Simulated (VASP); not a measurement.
# Si8HS16 (a cell with a defect) in VASP: single point with PBE

Aim: the single point of Si8HS16 (a cell with a defect) with PBE.

Everything below comes from runs of VASP 6.6.1. Logs are shortened: lines on timing, memory, paths and dates and some standing lists are left out, and cuts for length are marked.

## (1) The cell of the first run

The cell holds a defect, 25 atoms: a = 8.476 Å, b = 8.476 Å, c = 11.088 Å, α = 90.00°, β = 90.00°, γ = 97.43°.

## (2) Single point, PBE

INCAR reads:

```
ALGO     = Normal         # electronic algorithm
EDIFF    = 1E-6           # SCF threshold, eV
ENCUT    = 400            # plane-wave cutoff, eV
GGA      = PE             # functional
GGA_COMPAT= False        
ISIF     = 2              # what is computed and relaxed
ISMEAR   = 0              # smearing method
LASPH    = True           # aspherical terms in the spheres
LCHARG   = False          # write CHGCAR
LREAL    = False          # projectors in reciprocal space
LWAVE    = False          # write WAVECAR
NBANDS   = 82             # bands
NELECT   = 130.0        
NELM     = 120            # most SCF steps
PREC     = Accurate       # precision mode
SIGMA    = 0.02           # smearing width, eV
```

KPOINTS reads:

```
Automatic mesh
0
Gamma
  2 2 2
  0.5 0.5 0.5
```

POSCAR reads:

```
Si8HS16
1.0
   -6.3694089842      0.0000000000      5.5926732962
    6.3694089842      0.0000000000      5.5926732962
    0.0000000000     11.0875936402      0.0000000000
Si S H
8 16 1
Direct
    0.4437818164      0.3048226127     -0.0001880480
    0.8767995897      0.3716255605      0.4992682073
    0.7809435355      0.9673532954     -0.0001695589
    0.3769700449      0.8715843816      0.5002520998
    0.1256931489      0.1236389551     -0.0114993392
    0.6268359321      0.1216501279      0.4998162974
    0.6248635983      0.6229258989      0.0110928488
    0.1269370653      0.6215532860      0.4997086996
    0.0918183028      0.4069583738      0.3946703985
    0.6640871683      0.4044533460      0.9115907678
    0.5932585971      0.9050236297      0.3972381333
   -0.0203532743      0.9601573218      0.8722989238
    0.9485373344      0.1608637822      0.1126597024
    0.4104771854      0.0882898357      0.6029522020
    0.4492856184      0.4937297734      0.1300097250
    0.9114813764      0.5866438593      0.6041090806
    0.8434574002      0.1554207220      0.6023830072
    0.3441676706      0.0845190903      0.0880047584
    0.3415303772      0.6564980618      0.6047629646
    0.7884137330      0.7687453462      0.1274623733
    0.2549496562      0.2991735396      0.8695971653
    0.6600217251      0.3380058199      0.3966619036
    0.5873931190      0.8000428332      0.8868470760
    0.1620289769      0.8370002358      0.3953118361
    0.6613105687      0.0867842651     -0.0001683864
```

Potentials or basis: VASP PAW PBE potentials, release 64 (Si, S, H).

Launch:

```sh
$ cat potpaw_PBE.64/Si/POTCAR potpaw_PBE.64/S/POTCAR potpaw_PBE.64/H/POTCAR > POTCAR
$ mpirun -np 1 vasp_std > vasp.out
```

OUTCAR:

```text
EDIFF = 1E-6
   ENCUT = 400
   GGA = PE
   ISIF = 2
   ISMEAR = 0
   LASPH = True
   LREAL = False
   NELECT = 130.0
   NELM = 120
   PREC = Accurate

 ion  position               nearest neighbor table
   1  0.444  0.305  1.000-  21 2.15  15 2.15  18 2.18  10 2.18   7 2.93   5 2.93
   2  0.877  0.372  0.499-  17 2.15   9 2.15  22 2.15  16 2.15   6 2.80   8 2.80
   3  0.781  0.967  1.000-  25 1.52  12 2.21  20 2.21  23 2.38  13 2.38   7 3.05   5 3.05
   4  0.377  0.872  0.500-  11 2.15  19 2.15  14 2.15  24 2.15   6 2.80   8 2.80
   5  0.126  0.124  0.989-  13 2.09  12 2.16  21 2.17  18 2.22   1 2.93   3 3.05
   6  0.627  0.122  0.500-  17 2.15  11 2.15  14 2.15  22 2.15   4 2.80   2 2.80
   7  0.625  0.623  0.011-  23 2.09  20 2.16  15 2.18  10 2.22   1 2.93   3 3.05
   8  0.127  0.622  0.500-   9 2.15  19 2.15  24 2.15  16 2.15   4 2.80   2 2.80
   9  0.092  0.407  0.395-   8 2.15   2 2.15
  10  0.664  0.404  0.912-   1 2.18   7 2.22
  11  0.593  0.905  0.397-   6 2.15   4 2.15
  12  0.980  0.960  0.872-   5 2.16   3 2.21
  13  0.949  0.161  0.113-   5 2.09   3 2.38
  14  0.410  0.088  0.603-   4 2.15   6 2.15
[... 8 lines left out ...]
  23  0.587  0.800  0.887-   7 2.09   3 2.38
  24  0.162  0.837  0.395-   4 2.15   8 2.15
  25  0.661  0.087  1.000-   3 1.52

  LATTYP: Found a base centered orthorhombic cell.
 ALAT       =    11.1853465924
 B/A-ratio  =     1.1388845096
 C/A-ratio  =     0.9912606238

  Lattice vectors:

 A1 = (  -6.3694089842,   0.0000000000,   5.5926732962)
 A2 = (   6.3694089842,   0.0000000000,   5.5926732962)
 A3 = (   0.0000000000,  11.0875936402,   0.0000000000)

Analysis of symmetry for initial positions (statically):
=====================================================================
 Subroutine PRICEL returns:
 Original cell was already a primitive cell.

 Routine SETGRP: Setting up the symmetry group for a
 base centered orthorhombic supercell.

 Subroutine GETGRP returns: Found  1 space group operations
 (whereof  1 operations were pure point group operations)
 out of a pool of  8 trial point group operations.

The static configuration has the point symmetry C_1 .

Analysis of symmetry for dynamics (positions and initial velocities):
=====================================================================
 Subroutine PRICEL returns:
 Original cell was already a primitive cell.

 Routine SETGRP: Setting up the symmetry group for a
 base centered orthorhombic supercell.

 Subroutine GETGRP returns: Found  1 space group operations
 (whereof  1 operations were pure point group operations)
[... 133 lines left out ...]
   ISIF   =      2    stress and relaxation
   ISYM   =      2    0-nonsym 1-usesym 2-fastsym
   POTIM  = 0.5000    time-step for ionic-motion
   TEBEG  =    0.0;   TEEND  =   0.0 temperature during run
   PSTRESS=    0.0 pullay stress
   NELECT =     130.0000    total number of electrons
   NUPDOWN=      -1.0000    fix difference up-down
   EMIN   =  10.00;   EMAX   =-10.00  energy-range for DOS
   EFERMI =   0.00;   METHOD = LEGACY
   ISMEAR =     0;   SIGMA  =   0.02  broadening in eV -4-tet -1-fermi 0-gaus
   EFERMI_NEDOS =   21; number of points for ismear=-14 and -15
   IALGO  =     38    algorithm
   IMIX   =      4    mixing-type and parameters
     AMIX     =   0.40;   BMIX     =  1.00
     AMIX_MAG =   1.60;   BMIX_MAG =  1.00
  volume/ion in A,a.u.               =      31.60       213.23
  Fermi-wavevector in a.u.,A,eV,Ry     =   0.897141  1.695350 10.950809  0.804862
  Thomas-Fermi vector in A             =   2.019688
   LORBIT       =      0    0 simple, 1 ext, 2 COOP (PROOUT), +10 PAW based schemes
   GGA     = PE    functional components
   LHFCALC =     F    Hartree Fock is set to
   AEXX    =    0.0000 exact exchange contribution
   IVDW    =     0    specifies the selected vdW correction
   LEPSILON=     F    determine dielectric tensor
   LRPA    =     F    only Hartree local field effects (RPA)
 non-spin polarized calculation
 Gauss-broadening in eV      SIGMA  =   0.02
  energy-cutoff  :      400.00
  volume of cell :      789.93
 maximum number of plane-waves:     14351
   NGX = 27   NGY = 27   NGZ = 37

 number of electron     129.9999996 magnetization

 Free energy of the ion-electron system (eV)
  ---------------------------------------------------
  ext. energy  EPLUGINS =         0.00000000
  ---------------------------------------------------
  free energy    TOTEN  =      -125.99797518 eV

  energy without entropy =     -125.99797518  energy(sigma->0) =     -125.99797518

 E-fermi :   0.6280     XC(G=0):  -6.9214

 val. band max:        0.5210550567   @ k =   0.2500   0.2500   0.2500
 cond. band min:       2.9375137768   @ k =   0.2500   0.2500   0.2500
 fundamental gap:      2.4164587200
 Fermi energy:         0.6280443600

 k-point     1 :       0.2500    0.2500    0.2500
  band No.  band energies     occupation
      1     -14.4909      2.00000
      2     -14.4774      2.00000
      3     -13.5173      2.00000
      4     -13.1712      2.00000
      5     -13.1630      2.00000
      6     -13.1151      2.00000
[... 309 lines left out ...]
     76       4.3920      0.00000
     77       4.4672      0.00000
 [bands above 77 left out]

------------------------ aborting loop because EDIFF is reached ----------------------------------------

  FORCE on cell =-STRESS in cart. coord.  units (eV):
  Direction    XX          YY          ZZ          XY          YZ          ZX
  --------------------------------------------------------------------------------------
  -------------------------------------------------------------------------------------
  Total        5.5928194      6.4722529     -0.7887489      0.0315883      0.8865231      0.0176861
  in kB       11.3437199     13.1274442     -1.5997918      0.0640695      1.7981038      0.0358722
  external PRESSURE =       7.6237908 kB  Pullay stress =       0.0000000 kB

 VOLUME and BASIS-vectors are now :
 -----------------------------------------------------------------------------
  energy-cutoff  :      400.00
  volume of cell :      789.93
      direct lattice vectors                 reciprocal lattice vectors
    -6.369408984  0.000000000  5.592673296    -0.078500219  0.000000000  0.089402683
     6.369408984  0.000000000  5.592673296     0.078500219  0.000000000  0.089402683
     0.000000000 11.087593640  0.000000000     0.000000000  0.090190896  0.000000000

 POSITION                                       TOTAL-FORCE (eV/Angst)
 -----------------------------------------------------------------------------------
     -0.88509     11.08551      4.18670         0.522796      0.001751      0.002693
     -3.21766      5.53568      6.98203         0.001739     -0.007376     -0.001637
      1.18732     11.08571      9.77765        -0.056353      0.001784      0.006539
      3.15040      5.54659      6.98276         0.001718      0.006983      0.001786
     -0.01308     10.96009      1.39443         0.032945      0.008344      0.007417
     -3.21773      5.54176      4.18604         0.002800     -0.000362      0.000322
[... 17 lines left out ...]
      4.29917      4.38306      5.58724        -0.024935      0.034148      0.002551
     -3.65939     11.08573      4.18385        -0.559121      0.003546      0.004933
 -----------------------------------------------------------------------------------
    total drift:                               -0.000511      0.000120     -0.000365

  FREE ENERGIE OF THE ION-ELECTRON SYSTEM (eV)
  ---------------------------------------------------
  free  energy   TOTEN  =      -125.9979751767 eV

  energy  without entropy=     -125.9979751767  energy(sigma->0) =     -125.99797518
```

Run time: 7.4 min. Hardware: 1 thread of Oxide Virtual Turin-like, shared host; peak memory 0.51 GiB.

Results:

- Free energy: -125.9980 eV
- Largest force: 0.559 eV/Å

Forces in eV/Å, atoms in the order of the input:
```
Si   0.523  0.002  0.003
Si   0.002 -0.007 -0.002
Si  -0.056  0.002  0.007
Si   0.002  0.007  0.002
Si   0.033  0.008  0.007
Si   0.003  0.000  0.000
Si   0.036 -0.010 -0.008
Si   0.001  0.000  0.000
S    0.035  0.025  0.003
S   -0.085  0.233 -0.228
S    0.037  0.033 -0.003
S   -0.006  0.028  0.027
S   -0.194  0.139  0.086
S   -0.031 -0.025  0.002
S    0.280 -0.013  0.050
S   -0.025 -0.034 -0.003
S    0.036 -0.032  0.002
S   -0.088 -0.228  0.225
S    0.035 -0.025 -0.003
S    0.006 -0.052 -0.035
S    0.286  0.005 -0.053
S   -0.031  0.025 -0.002
S   -0.214 -0.118 -0.087
S   -0.025  0.034  0.003
H   -0.559  0.004  0.005
```

Levels at points of the mesh, in eV from the Fermi level:
```
           k point  band 62  band 63  band 64  band 65  band 66  band 67  band 68  band 69
(0.25, 0.25, 0.25)    -0.75    -0.61    -0.44    -0.11     2.31     2.52     2.83     3.05
```

Caveat: the cell carries a net charge on a neutralising background, which shifts energy and pressure; the cell is charged against a uniform background, so pressure and absolute levels hang on convention.
